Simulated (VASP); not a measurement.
# GdN (Fm-3m) in VASP: single point with LDA+U

Aim: the single point of GdN with LDA+U.

Everything below comes from runs of VASP 6.6.1. Logs are shortened: lines on timing, memory, paths and dates and some standing lists are left out, and cuts for length are marked.

## (1) The cell of the first run

It takes space group Fm-3m (No. 225, cubic). Conventional cell: a = 4.999 Å, b = 4.999 Å, c = 4.999 Å, α = 90.00°, β = 90.00°, γ = 90.00°. Gd (site symmetry m-3m) has 6 N at 2.50 Å within 3.3 Å. Within 3.3 Å of N (site symmetry m-3m) lie 6 Gd at 2.50 Å.

## (2) Single point, LDA+U, non-collinear spin, typed start, spin-orbit coupling

INCAR reads:

```
SYSTEM = GdN
PREC = Accurate
ENCUT = 520
EDIFF = 1E-7
ISMEAR = 0
SIGMA = 0.05
LREAL = .FALSE.
LASPH = .TRUE.
NELM = 150
ALGO = Normal
ISIF = 2
LWAVE = .FALSE.
LCHARG = .TRUE.
MAGMOM = 4.041 4.041 4.041 0 0 0
LORBIT = 11
LSORBIT = .TRUE.
GGA_COMPAT = .FALSE.
LORBMOM = .TRUE.
LMAXMIX = 6
LDAU = .TRUE.
LDAUTYPE = 2
LDAUL = 3 -1
LDAUU = 2 0
LDAUJ = 0 0
LDAUPRINT = 1
GGA = CA
LVHAR = .TRUE.
NBANDS = 35
```

KPOINTS reads:

```
regular mesh
0
G
  7 7 7
  0 0 0
```

POSCAR reads:

```
GdN
1.0
    0.0000000000      2.4994985700      2.4994985700
    2.4994985700      0.0000000000      2.4994985700
    2.4994985700      2.4994985700      0.0000000000
Gd N
1 1
Direct
    0.5000000000      0.5000000000      0.5000000000
    0.0000000000      0.0000000000      0.0000000000
```

Potentials or basis: VASP PAW PBE potentials, release 64 (Gd, N).

Command:

```bash
$ cat potpaw_PBE.64/Gd/POTCAR potpaw_PBE.64/N/POTCAR > POTCAR
$ mpirun -np 1 vasp_ncl > vasp.out
```

OUTCAR:

```text
SYSTEM = GdN
   PREC = Accurate
   ENCUT = 520
   EDIFF = 1E-7
   ISMEAR = 0
   LREAL = .FALSE.
   LASPH = .TRUE.
   NELM = 150
   ISIF = 2
   LORBIT = 11
   LSORBIT = .TRUE.
   GGA = CA

 ion  position               nearest neighbor table
   1  0.500  0.500  0.500-   2 2.50   2 2.50   2 2.50   2 2.50   2 2.50   2 2.50
   2  0.000  0.000  0.000-   1 2.50   1 2.50   1 2.50   1 2.50   1 2.50   1 2.50

  LATTYP: Found a face centered cubic cell.
 ALAT       =     4.9989971400

  Lattice vectors:

 A1 = (   0.0000000000,   2.4994985700,   2.4994985700)
 A2 = (   2.4994985700,   0.0000000000,   2.4994985700)
 A3 = (   2.4994985700,   2.4994985700,   0.0000000000)

Analysis of symmetry for initial positions (statically):
=====================================================================
 Subroutine PRICEL returns:
 Original cell was already a primitive cell.

 Routine SETGRP: Setting up the symmetry group for a
 face centered cubic supercell.

 Subroutine GETGRP returns: Found 48 space group operations
 (whereof 48 operations were pure point group operations)
 out of a pool of 48 trial point group operations.

The static configuration has the point symmetry O_h .

Analysis of symmetry for dynamics (positions and initial velocities):
=====================================================================
 Subroutine PRICEL returns:
 Original cell was already a primitive cell.

 Routine SETGRP: Setting up the symmetry group for a
 face centered cubic supercell.

 Subroutine GETGRP returns: Found 48 space group operations
 (whereof 48 operations were pure point group operations)
 out of a pool of 48 trial point group operations.

The dynamic configuration has the point symmetry O_h .

Analysis of structural, dynamic, and magnetic symmetry:
=====================================================================
 Subroutine PRICEL returns:
 Original cell was already a primitive cell.

 Routine SETGRP: Setting up the symmetry group for a
 face centered cubic supercell.

 Subroutine GETGRP returns: Found  6 space group operations
 (whereof  6 operations were pure point group operations)
 out of a pool of 48 trial point group operations.

The overall configuration has the point symmetry S_6 .

 Subroutine INISYM returns: Found  6 space group operations
 (whereof  6 operations are pure point group operations),
 and found     1 'primitive' translations

----------------------------------------------------------------------------------------

                                     Primitive cell

  volume of cell :      31.2312

  direct lattice vectors                    reciprocal lattice vectors
     0.000000000  2.499498570  2.499498570    -0.200040122  0.200040122  0.200040122
     2.499498570  0.000000000  2.499498570     0.200040122 -0.200040122  0.200040122
     2.499498570  2.499498570  0.000000000     0.200040122  0.200040122 -0.200040122

  length of vectors
     3.534824777  3.534824777  3.534824777     0.346479656  0.346479656  0.346479656

  position of ions in fractional coordinates (direct lattice)
     0.500000000  0.500000000  0.500000000
     0.000000000  0.000000000  0.000000000

  ion indices of the primitive-cell ions
   primitive index   ion index
                 1           1
                 2           2

----------------------------------------------------------------------------------------

 KPOINTS: regular mesh

Automatic generation of k-mesh.
[... 167 lines left out ...]
  o =  0.9898  v =  0.4129  0.0000  0.2886  0.3030 -0.1783 -0.0458  0.1151  0.1285  0.0000  0.1001  0.2626  0.0534 -0.0101 -0.0848      0.0000  0.0000  0.1019 -0.4034 -0.2488 -0.0344  0.3966  0.1385  0.0000  0.1530 -0.0373 -0.1748 -0.0709  0.1689

 number of electron      23.0000005 magnetization       4.0110536      4.0110536      4.0110536

 Free energy of the ion-electron system (eV)
  ---------------------------------------------------
  ext. energy  EPLUGINS =         0.00000000
  ---------------------------------------------------
  free energy    TOTEN  =       -24.70011507 eV

  energy without entropy =      -24.69968174  energy(sigma->0) =      -24.69989841

 E-fermi :   3.3378     XC(G=0): -11.9268

 val. band max:        3.3122356187   @ k =   0.1429   0.1429   0.0000
 cond. band min:       3.6770986262   @ k =   0.0000   0.0000   0.0000
 fundamental gap:      0.3648630074
 Fermi energy:         3.3378455968

 k-point     1 :       0.0000    0.0000    0.0000
  band No.  band energies     occupation
      1     -39.9115      1.00000
      2     -37.1006      1.00000
      3     -19.3935      1.00000
      4     -18.7147      1.00000
      5     -15.7691      1.00000
      6     -14.8000      1.00000
[... 901 lines left out ...]
     34       8.8512      0.00000
     35       9.0120      0.00000

 [... further k-points ...]
[... 5 lines left out ...]
  --------------------------------------------------------------------------------------
  -------------------------------------------------------------------------------------
  Total       -1.8207746     -1.8207746     -1.8207746      0.0005565      0.0005565      0.0005565
  in kB      -93.4067155    -93.4067155    -93.4067155      0.0285509      0.0285509      0.0285509
  external PRESSURE =     -93.4067155 kB  Pullay stress =       0.0000000 kB

 VOLUME and BASIS-vectors are now :
 -----------------------------------------------------------------------------
  energy-cutoff  :      520.00
  volume of cell :       31.23
      direct lattice vectors                 reciprocal lattice vectors
     0.000000000  2.499498570  2.499498570    -0.200040122  0.200040122  0.200040122
     2.499498570  0.000000000  2.499498570     0.200040122 -0.200040122  0.200040122
     2.499498570  2.499498570  0.000000000     0.200040122  0.200040122 -0.200040122

 POSITION                                       TOTAL-FORCE (eV/Angst)
 -----------------------------------------------------------------------------------
      2.49950      2.49950      2.49950         0.000000      0.000000      0.000000
      0.00000      0.00000      0.00000        -0.000000     -0.000000     -0.000000
 -----------------------------------------------------------------------------------
    total drift:                                0.000000      0.000000      0.000000

  FREE ENERGIE OF THE ION-ELECTRON SYSTEM (eV)
  ---------------------------------------------------
  free  energy   TOTEN  =       -24.7001150746 eV

  energy  without entropy=      -24.6996817364  energy(sigma->0) =      -24.69989841

 orbital moment (x)

 # of ion     p       d       f       tot
 ------------------------------------------------
  1        -0.005  -0.003   0.017   0.009
  2        -0.001   0.000   0.000  -0.001
 ------------------------------------------------
           -0.006  -0.003   0.017   0.008

 orbital moment (y)

 # of ion     p       d       f       tot
 ------------------------------------------------
  1        -0.005  -0.003   0.017   0.009
  2        -0.001   0.000   0.000  -0.001
 ------------------------------------------------
           -0.006  -0.003   0.017   0.008

 orbital moment (z)

 # of ion     p       d       f       tot
 ------------------------------------------------
  1        -0.005  -0.003   0.017   0.009
  2        -0.001   0.000   0.000  -0.001
 ------------------------------------------------
           -0.006  -0.003   0.017   0.008

 Spin-Orbit-Coupling matrix elements

 Ion:    1  E_soc:     -1.2510107
 l=   1
     0.0000000    -0.1611957    -0.1611957
    -0.1611957     0.0000000    -0.1611957
    -0.1611957    -0.1611957     0.0000000
 l=   2
     0.0000000    -0.0002575     0.0000000    -0.0002575    -0.0013112
    -0.0002575     0.0000000    -0.0009834    -0.0002575    -0.0003278
     0.0000000    -0.0009834     0.0000000    -0.0009834     0.0000000
    -0.0002575    -0.0002575    -0.0009834     0.0000000    -0.0003278
    -0.0013112    -0.0003278     0.0000000    -0.0003278     0.0000000
 l=   3
     0.0000000    -0.0048820     0.0000000     0.0000000     0.0000000    -0.0048739    -0.0294784
    -0.0048820     0.0000000    -0.0081367     0.0000000    -0.0081367    -0.0130186    -0.0048820
     0.0000000    -0.0081367     0.0000000    -0.0196264    -0.0032404    -0.0082184     0.0000000
     0.0000000     0.0000000    -0.0196264     0.0000000    -0.0196264     0.0000000     0.0000000
     0.0000000    -0.0081367    -0.0032404    -0.0196264     0.0000000    -0.0082184     0.0000000
    -0.0048739    -0.0130186    -0.0082184     0.0000000    -0.0082184     0.0000000    -0.0048739
    -0.0294784    -0.0048820     0.0000000     0.0000000     0.0000000    -0.0048739     0.0000000

 Ion:    2  E_soc:     -0.0004030
 l=   1
     0.0000000    -0.0000672    -0.0000672
    -0.0000672     0.0000000    -0.0000672
    -0.0000672    -0.0000672     0.0000000
 l=   2
     0.0000000     0.0000000     0.0000000     0.0000000     0.0000000
     0.0000000     0.0000000     0.0000000     0.0000000     0.0000000
     0.0000000     0.0000000     0.0000000     0.0000000     0.0000000
     0.0000000     0.0000000     0.0000000     0.0000000     0.0000000
     0.0000000     0.0000000     0.0000000     0.0000000     0.0000000
 l=   3
     0.0000000     0.0000000     0.0000000     0.0000000     0.0000000     0.0000000     0.0000000
     0.0000000     0.0000000     0.0000000     0.0000000     0.0000000     0.0000000     0.0000000
     0.0000000     0.0000000     0.0000000     0.0000000     0.0000000     0.0000000     0.0000000
     0.0000000     0.0000000     0.0000000     0.0000000     0.0000000     0.0000000     0.0000000
     0.0000000     0.0000000     0.0000000     0.0000000     0.0000000     0.0000000     0.0000000
     0.0000000     0.0000000     0.0000000     0.0000000     0.0000000     0.0000000     0.0000000
     0.0000000     0.0000000     0.0000000     0.0000000     0.0000000     0.0000000     0.0000000

 total charge

# of ion       s       p       d       f       tot
--------------------------------------------------
    1        2.029   5.652   0.543   6.988  15.212
    2        1.233   2.367   0.000   0.000   3.600
--------------------------------------------------
tot          3.262   8.019   0.543   6.988  18.812

 magnetization (x)

# of ion       s       p       d       f       tot
--------------------------------------------------
    1       -0.002  -0.033   0.044   3.917   3.927
    2       -0.004  -0.044   0.000   0.000  -0.048
--------------------------------------------------
tot         -0.006  -0.077   0.044   3.917   3.878

 magnetization (y)

# of ion       s       p       d       f       tot
--------------------------------------------------
    1       -0.002  -0.033   0.044   3.917   3.927
    2       -0.004  -0.044   0.000   0.000  -0.048
--------------------------------------------------
tot         -0.006  -0.077   0.044   3.917   3.878

 magnetization (z)

# of ion       s       p       d       f       tot
--------------------------------------------------
    1       -0.002  -0.033   0.044   3.917   3.927
    2       -0.004  -0.044   0.000   0.000  -0.048
--------------------------------------------------
tot         -0.006  -0.077   0.044   3.917   3.878
```

Wall time 15 min (1 thread of Intel Xeon 6975P-C, shared host); peak memory 0.3 GiB.

What came out:

* Free energy: -24.7001 eV
* Pressure: -9.3 GPa
* Net moment: 6.95 μB per cell
* Valence electrons inside the program's atomic spheres: Gd 15.21; N 3.60

Moments on the atoms (μB; x, y, z):
```
Gd   3.93  3.93  3.93
N   -0.05 -0.05 -0.05
```

Caveat: the PAW data sets were made with another functional, which shifts forces and pressure a little; a cell with one magnetic atom can't hold antiferromagnetic order, which such compounds often take. The state reached can hang on the start; a lower one may exist.
